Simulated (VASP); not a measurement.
Wanted: the native input for a VASP 6.6.1 run.

| Property | Result |
| --- | --- |
| Task | single point |
| Functional | PBEsol |
| Potentials or basis | VASP PAW PBE potentials, release 64 (Se) |
| Cutoff | 520 eV |
| k mesh | 6 × 6 × 5 |
| Occupations | fermi-dirac, width 0.03 eV |
| Spin | no spin polarisation |
| Dipole correction | no |
| Further INCAR settings | ALGO = Normal; EDIFF = 1e-07; NBANDS = 16 |

The structure of Se lies in POSCAR:

```
Se
1.0
    4.3807057031      0.0000000000      0.0000000000
   -2.1903528516      3.7938024255      0.0000000000
    0.0000000000      0.0000000000      4.9700572638
Se
3
Direct
    0.2254000000      0.0000000000      0.3333333333
    0.0000000000      0.2254000000      0.6666666667
    0.7746000000      0.7746000000      0.0000000000
```

These files were run (other wordings do the same):

INCAR

```
PREC = Accurate
ENCUT = 520
EDIFF = 1E-7
ISMEAR = -1
SIGMA = 0.03
LREAL = False
LASPH = True
NELM = 80
ALGO = Normal
ISIF = 2
LWAVE = False
LCHARG = True
GGA = PS
LELF = True
LVHAR = True
NBANDS = 16
```

KPOINTS

```
regular mesh
0
Gamma
  6 6 5
```

Potentials or basis: VASP PAW PBE potentials, release 64 (Se).

Run with:

```sh
$ cat potpaw_PBE.64/Se/POTCAR > POTCAR
$ mpirun -np 1 vasp_std > vasp.out
```

Results of the run:

The pressure is -0.2 GPa. The largest force is 0.227 eV/Å and the band gap on the k mesh is 1.24 eV (least direct gap 1.44 eV).

Caveat: the PAW data sets were made with another functional, which shifts forces and pressure a little; an odd mesh through Γ misses points on the zone boundary, where band edges can lie.

Run time: 71 s on 1 thread of AMD EPYC 7R43 64-Core Processor (Zen 3), on a shared host, peak memory 0.18 GiB.
